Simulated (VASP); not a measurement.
ZnO: single point with r2SCAN

ZnO:

```
CELL_PARAMETERS angstrom
3.22650 0.00000 0.00000
-1.61325 2.79423 0.00000
0.00000 0.00000 10.47260
ATOMIC_POSITIONS crystal
Zn 0.00000 0.00000 0.99938
Zn 0.33333 0.66667 0.24956
Zn 0.00000 0.00000 0.49938
Zn 0.66667 0.33333 0.74956
O 0.00000 0.00000 0.18815
O 0.33333 0.66667 0.43790
O 0.00000 0.00000 0.68815
O 0.66667 0.33333 0.93790
```

```yaml
Program: VASP 6.6.1
Task: single point
Functional: r2SCAN
Potentials_or_basis: VASP PAW PBE potentials, release 64 (Zn, O)
Cutoff: 520 eV
k_mesh: 12 × 12 × 4
Occupations: gaussian, width 0.01 eV
Spin: no spin polarisation
```

| Quantity | Value |
| --- | --- |
| Pressure | 1.3 GPa |
| Largest force | 0.009 eV/Å |
| Band gap on the k mesh | 1.18 eV |

Forces in eV/Å, atoms in the order of the input:
```
Zn   0.000  0.000 -0.001
Zn   0.000  0.000 -0.009
Zn   0.000  0.000 -0.001
Zn   0.000  0.000 -0.009
O    0.000  0.000  0.004
O    0.000  0.000  0.007
O    0.000  0.000  0.004
O    0.000  0.000  0.007
```

Levels at points of the mesh, in eV from the valence-band top:
| k point | band 32 | band 33 | band 34 | band 35 | band 36 | band 37 | band 38 | band 39 | band 40 | band 41 |
| --- | --- | --- | --- | --- | --- | --- | --- | --- | --- | --- |
| (0.00, 0.00, 0.00) | -0.39 | -0.39 | -0.04 | 0.00 | 0.00 | 1.18 | 3.78 | 3.94 | 6.00 | 8.68 |
| (0.50, 0.00, 0.00) | -1.55 | -1.53 | -1.44 | -0.99 | -0.85 | 5.87 | 6.04 | 6.76 | 7.10 | 8.36 |
| (0.00, 0.00, 0.50) | -0.70 | -0.12 | -0.12 | -0.12 | -0.12 | 2.25 | 2.25 | 5.31 | 5.31 | 9.34 |
| (0.50, 0.00, 0.50) | -2.07 | -1.25 | -1.25 | -1.05 | -1.05 | 6.26 | 6.26 | 6.58 | 6.58 | 8.65 |

Wall time 4 min on 1 thread of Intel(R) Xeon(R) 6975P-C (Granite Rapids) (shared host), peak memory 0.33 GiB.

Caveat: the PAW data sets were made with another functional, which shifts forces and pressure a little. A k mesh can miss the band edges.
